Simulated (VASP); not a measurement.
# Ir (Fm-3m) in VASP: further runs

The runs below take Ir through single point, with BLYP, PBE, PBEsol.

All numbers are computed with VASP 6.6.1; they aren't measurements. Logs are shortened: lines on timing, memory, paths and dates and some standing lists are left out, and cuts for length are marked.

## Step 1: The cell of the first run

Symmetry: Fm-3m, No. 225, cubic system. The conventional cell has a = 3.744 Å, b = 3.744 Å, c = 3.744 Å, α = 90.00°, β = 90.00°, γ = 90.00°. Within 3.5 Å of Ir (site symmetry m-3m) lie 12 Ir at 2.65 Å.

## Step 2: Single point, BLYP, collinear spin, ferromagnetic start

INCAR

```
SYSTEM = Ir
AGGAC    = 1.0          
AGGAX    = 1.0          
ALDAC    = 0.0          
ALDAX    = 1.0          
ALGO     = Normal         ! electronic algorithm
EDIFF    = 1E-6           ! SCF threshold, eV
ENCUT    = 500            ! plane-wave cutoff, eV
GGA      = B5             ! functional
GGA_COMPAT= .False.      
ISIF     = 2              ! what is computed and relaxed
ISMEAR   = -1             ! smearing method
ISPIN    = 2              ! spin polarisation
ISYM     = 0            
LASPH    = .True.         ! aspherical terms in the spheres
LCHARG   = .False.        ! write CHGCAR
LMAXMIX  = 4              ! l up to which the mixer works
LORBIT   = 11             ! projections on sites
LREAL    = .False.        ! projectors in reciprocal space
LWAVE    = .False.        ! write WAVECAR
MAGMOM   = 0.1            ! initial moments
NBANDS   = 14             ! bands
NELM     = 200            ! most SCF steps
PREC     = Accurate       ! precision mode
SIGMA    = 0.08617333262145177 ! smearing width, eV
```

KPOINTS

```
Automatic mesh
0
Gamma
  2 2 2
  0.5 0.5 0
```

POSCAR

```
Ir
1.0
    0.0000000000      1.8721049726      1.8721049726
    1.8721049726      0.0000000000      1.8721049726
    1.8721049726      1.8721049726      0.0000000000
Ir
1
Direct
    0.0000000000      0.0000000000      0.0000000000
```

Potentials or basis: VASP PAW PBE potentials, release 64 (Ir).

Command:

```
$ cat potpaw_PBE.64/Ir/POTCAR > POTCAR
$ mpirun -np 1 vasp_std > vasp.out
```

OUTCAR:

```text
SYSTEM = Ir
   EDIFF = 1E-6
   ENCUT = 500
   GGA = B5
   ISIF = 2
   ISMEAR = -1
   ISPIN = 2
   ISYM = 0
   LASPH = .True.
   LORBIT = 11
   LREAL = .False.
   NELM = 200
   PREC = Accurate

 ion  position               nearest neighbor table
   1  0.000  0.000  0.000-

IMPORTANT INFORMATION: All symmetrisations will be switched off!
NOSYMM: (Re-)initialisation of all symmetry stuff for point group C_1.

----------------------------------------------------------------------------------------

                                     Primitive cell

  volume of cell :      13.1226

  direct lattice vectors                    reciprocal lattice vectors
     0.000000000  1.872104973  1.872104973    -0.267079041  0.267079041  0.267079041
     1.872104973  0.000000000  1.872104973     0.267079041 -0.267079041  0.267079041
     1.872104973  1.872104973  0.000000000     0.267079041  0.267079041 -0.267079041

  length of vectors
     2.647556242  2.647556242  2.647556242     0.462594468  0.462594468  0.462594468

  position of ions in fractional coordinates (direct lattice)
     0.000000000  0.000000000  0.000000000

  ion indices of the primitive-cell ions
   primitive index   ion index
                 1           1

----------------------------------------------------------------------------------------

 KPOINTS: Automatic mesh

Automatic generation of k-mesh.
 Grid dimensions read from file:
 generate k-points for:    2    2    2

 Generating k-lattice:

  Cartesian coordinates                     Fractional coordinates (reciprocal lattice)
    -0.133539520  0.133539520  0.133539520     0.500000000  0.000000000  0.000000000
     0.133539520 -0.133539520  0.133539520     0.000000000  0.500000000  0.000000000
     0.133539520  0.133539520 -0.133539520     0.000000000  0.000000000  0.500000000

  Length of vectors
     0.231297234  0.231297234  0.231297234

  Shift w.r.t. Gamma in fractional coordinates (k-lattice)
     0.500000000  0.500000000  0.000000000

 Subroutine IBZKPT returns following result:
 ===========================================

 Found     12 irreducible k-points:

 Following reciprocal coordinates:
            Coordinates               Weight
  0.250000  0.250000  0.000000      2.000000
  0.000000  0.250000  0.250000      2.000000
  0.250000  0.000000  0.250000      2.000000
 -0.250000  0.250000  0.000000      2.000000
  0.000000 -0.250000  0.250000      2.000000
  0.250000  0.000000 -0.250000      2.000000
  0.250000  0.250000  0.500000      2.000000
 -0.250000  0.500000 -0.250000      2.000000
  0.500000 -0.250000 -0.250000      2.000000
 -0.250000  0.250000  0.500000      2.000000
  0.500000 -0.250000  0.250000      2.000000
  0.250000  0.500000 -0.250000      2.000000
   k-points           NKPTS =     12   k-points in BZ     NKDIM =     12   number of bands    NBANDS=     14
   number of dos      NEDOS =    301   number of ions     NIONS =      1
   total plane-waves  NPLWV =   8000
   dimension x,y,z NGX =    20 NGY =   20 NGZ =   20
   dimension x,y,z NGXF=    40 NGYF=   40 NGZF=   40
   ions per type =               1
   NGX,Y,Z   is equivalent  to a cutoff of  12.56, 12.56, 12.56 a.u.
   NGXF,Y,Z  is equivalent  to a cutoff of  25.12, 25.12, 25.12 a.u.
 SYSTEM =  Ir
   PREC   = accura    normal or accurate (medium, high low for compatibility)
   ISTART =      0    job   : 0-new  1-cont  2-samecut
   ICHARG =      2    charge: 1-file 2-atom 10-const
   ISPIN  =      2    spin polarized calculation?
   LNONCOLLINEAR =      F non collinear calculations
   LSORBIT =      F    spin-orbit coupling
   LASPH  =      T    aspherical Exc in radial PAW
   ENCUT  =  500.0 eV  36.75 Ry    6.06 a.u.   4.83  4.83  4.83*2*pi/ulx,y,z
   NELM   =    200;   NELMIN=  2; NELMDL= -5     # of ELM steps
   EDIFF  = 0.1E-05   stopping-criterion for ELM
   LREAL  =      F    real-space projection
   EDIFFG = 0.1E-04   stopping-criterion for IOM
   NSW    =      0    number of steps for IOM
   IBRION =     -1    ionic relax: 0-MD 1-quasi-New 2-CG
   NFREE  =      0    steps in history (QN), initial steepest desc. (CG)
   ISIF   =      2    stress and relaxation
   ISYM   =      0    0-nonsym 1-usesym 2-fastsym
   POTIM  = 0.5000    time-step for ionic-motion
   TEBEG  =    0.0;   TEEND  =   0.0 temperature during run
   PSTRESS=    0.0 pullay stress
   NELECT =       9.0000    total number of electrons
   NUPDOWN=      -1.0000    fix difference up-down
   EMIN   =  10.00;   EMAX   =-10.00  energy-range for DOS
   EFERMI =   0.00;   METHOD = LEGACY
   ISMEAR =    -1;   SIGMA  =   0.09  broadening in eV -4-tet -1-fermi 0-gaus
   EFERMI_NEDOS =   21; number of points for ismear=-14 and -15
   IALGO  =     38    algorithm
   IMIX   =      4    mixing-type and parameters
     AMIX     =   0.40;   BMIX     =  1.00
     AMIX_MAG =   1.60;   BMIX_MAG =  1.00
  volume/ion in A,a.u.               =      13.12        88.56
  Fermi-wavevector in a.u.,A,eV,Ry     =   1.443717  2.728230 28.358888  2.084319
  Thomas-Fermi vector in A             =   2.562093
   LORBIT       =     11    0 simple, 1 ext, 2 COOP (PROOUT), +10 PAW based schemes
   GGA     = B5    functional components
   LHFCALC =     F    Hartree Fock is set to
   AEXX    =    0.0000 exact exchange contribution
   IVDW    =     0    specifies the selected vdW correction
   LEPSILON=     F    determine dielectric tensor
   LRPA    =     F    only Hartree local field effects (RPA)
 spin polarized calculation
  energy-cutoff  :      500.00
  volume of cell :       13.12
 maximum number of plane-waves:       343
   NGX =  9   NGY =  9   NGZ =  9

 number of electron       9.0000000 magnetization       0.3473134

 Free energy of the ion-electron system (eV)
  ---------------------------------------------------
  ext. energy  EPLUGINS =         0.00000000
  ---------------------------------------------------
  free energy    TOTEN  =        -7.83558822 eV

  energy without entropy =       -7.79452869  energy(sigma->0) =       -7.81505846

 E-fermi :  10.6921     XC(G=0): -13.7395

 val. band max:       10.5433079215   @ k =  -0.2500   0.2500   0.0000
 cond. band min:      10.8320313867   @ k =   0.2500   0.2500   0.5000
 fundamental gap:      0.2887234653
 Fermi energy:        10.6920660804

 spin component 1

 k-point     1 :       0.2500    0.2500    0.0000
  band No.  band energies     occupation
      1       3.7123      1.00000
      2       5.6105      1.00000
      3       8.8503      1.00000
      4      10.0024      0.99967
      5      10.0024      0.99967
      6      11.8725      0.00000
      7      31.0937      0.00000
      8      31.4814      0.00000
      9      31.4814      0.00000
     10      32.6789      0.00000
     11      36.9411      0.00000
     12      41.2472      0.00000
     13      41.2472      0.00000
     14      44.0356      0.00000

 k-point     2 :       0.0000    0.2500    0.2500
  band No.  band energies     occupation
      1       3.7123      1.00000
      2       5.6105      1.00000
      3       8.8503      1.00000
      4      10.0024      0.99967
      5      10.0024      0.99967
      6      11.8725      0.00000
      7      31.0937      0.00000
      8      31.4814      0.00000
      9      31.4814      0.00000
     10      32.6789      0.00000
     11      36.9411      0.00000
     12      41.2472      0.00000
     13      41.2472      0.00000
     14      44.0355      0.00000
[... 138 lines left out ...]
  band No.  band energies     occupation
      1       5.3321      1.00000
      2       6.8181      1.00000
      3       6.8181      1.00000
      4      10.1532      0.99808
      5      13.7638      0.00000
      6      21.2292      0.00000
      7      22.0955      0.00000
      8      22.0955      0.00000
      9      26.7276      0.00000
     10      38.9645      0.00000
     11      38.9645      0.00000
     12      41.6952      0.00000
     13      43.9555      0.00000
     14      43.9555      0.00000

 k-point    12 :       0.2500    0.5000   -0.2500
  band No.  band energies     occupation
      1       5.3321      1.00000
      2       6.8181      1.00000
      3       6.8181      1.00000
      4      10.1532      0.99808
      5      13.7638      0.00000
      6      21.2292      0.00000
      7      22.0955      0.00000
      8      22.0955      0.00000
      9      26.7276      0.00000
     10      38.9645      0.00000
     11      38.9645      0.00000
     12      41.6952      0.00000
     13      43.9555      0.00000
     14      43.9555      0.00000
 Fermi energy:        10.6920660804

 spin component 2

 k-point     1 :       0.2500    0.2500    0.0000
  band No.  band energies     occupation
      1       3.7966      1.00000
      2       5.8581      1.00000
      3       8.9714      1.00000
      4      10.2790      0.99178
      5      10.2790      0.99178
      6      12.0125      0.00000
      7      31.1270      0.00000
      8      31.5591      0.00000
      9      31.5591      0.00000
     10      32.7952      0.00000
     11      37.0927      0.00000
     12      41.3842      0.00000
     13      41.3842      0.00000
     14      44.3388      0.00000

 k-point     2 :       0.0000    0.2500    0.2500
  band No.  band energies     occupation
      1       3.7966      1.00000
      2       5.8581      1.00000
      3       8.9714      1.00000
      4      10.2790      0.99178
      5      10.2790      0.99178
      6      12.0125      0.00000
      7      31.1270      0.00000
      8      31.5591      0.00000
      9      31.5591      0.00000
     10      32.7952      0.00000
     11      37.0927      0.00000
     12      41.3842      0.00000
     13      41.3842      0.00000
     14      44.3385      0.00000
[... 139 lines left out ...]
      1       5.4177      1.00000
      2       7.0459      1.00000
      3       7.0459      1.00000
      4      10.2776      0.99192
      5      14.0734      0.00000
      6      21.3773      0.00000
      7      22.2402      0.00000
      8      22.2402      0.00000
      9      26.7891      0.00000
     10      39.0739      0.00000
     11      39.0739      0.00000
     12      41.8839      0.00000
     13      44.2716      0.00000
     14      44.2716      0.00000

 k-point    12 :       0.2500    0.5000   -0.2500
  band No.  band energies     occupation
      1       5.4177      1.00000
      2       7.0459      1.00000
      3       7.0459      1.00000
      4      10.2776      0.99192
      5      14.0734      0.00000
      6      21.3773      0.00000
      7      22.2402      0.00000
      8      22.2402      0.00000
      9      26.7891      0.00000
     10      39.0739      0.00000
     11      39.0739      0.00000
     12      41.8839      0.00000
     13      44.2716      0.00000
     14      44.2716      0.00000

------------------------ aborting loop because EDIFF is reached ----------------------------------------

  FORCE on cell =-STRESS in cart. coord.  units (eV):
  Direction    XX          YY          ZZ          XY          YZ          ZX
  --------------------------------------------------------------------------------------
  -------------------------------------------------------------------------------------
  Total        4.5838649      4.5838567      4.5838531     -0.0000017     -0.0000005     -0.0000016
  in kB      559.6568220    559.6558292    559.6553813     -0.0002076     -0.0000581     -0.0001893
  external PRESSURE =     559.6560108 kB  Pullay stress =       0.0000000 kB

 VOLUME and BASIS-vectors are now :
 -----------------------------------------------------------------------------
  energy-cutoff  :      500.00
  volume of cell :       13.12
      direct lattice vectors                 reciprocal lattice vectors
     0.000000000  1.872104973  1.872104973    -0.267079041  0.267079041  0.267079041
     1.872104973  0.000000000  1.872104973     0.267079041 -0.267079041  0.267079041
     1.872104973  1.872104973  0.000000000     0.267079041  0.267079041 -0.267079041

 POSITION                                       TOTAL-FORCE (eV/Angst)
 -----------------------------------------------------------------------------------
      0.00000      0.00000      0.00000        -0.000001     -0.000002     -0.000002
 -----------------------------------------------------------------------------------
    total drift:                               -0.000001     -0.000002     -0.000002

  FREE ENERGIE OF THE ION-ELECTRON SYSTEM (eV)
  ---------------------------------------------------
  free  energy   TOTEN  =        -7.8355882249 eV

  energy  without entropy=       -7.7945286874  energy(sigma->0) =       -7.81505846

 total charge

# of ion       s       p       d       tot
------------------------------------------
    1        0.765   0.827   7.077   8.669

 magnetization (x)

# of ion       s       p       d       tot
------------------------------------------
    1       -0.001  -0.004   0.344   0.339
```

Wall time 13 s (1 thread of AMD EPYC 7R13 (Zen 3), shared host); peak memory 0.1 GiB.

Results:

- Free energy: -7.8356 eV
- Pressure: 56.0 GPa
- Net moment: 0.35 μB per cell
- Site moments: Ir +0.34 μB
- Valence electrons inside the program's atomic spheres: Ir 8.67

Levels at points of the mesh, in eV from the Fermi level:
Spin up:
```
           k point  band 2  band 3  band 4  band 5  band 6  band 7  band 8  band 9
(0.25, 0.25, 0.00)   -5.08   -1.84   -0.69   -0.69    1.18   20.40   20.79   20.79
```
Spin down:
| k point | band 1 | band 2 | band 3 | band 4 | band 5 | band 6 | band 7 | band 8 |
| --- | --- | --- | --- | --- | --- | --- | --- | --- |
| (0.25, 0.25, 0.00) | -6.90 | -4.83 | -1.72 | -0.41 | -0.41 | 1.32 | 20.43 | 20.87 |

Caveat: the k points lie up to 1.45 Å⁻¹ apart; the PAW data sets were made with another functional, which shifts forces and pressure a little; spin-orbit coupling is left out, which moves the levels of the heavy elements.

[end of part 1 of 3]
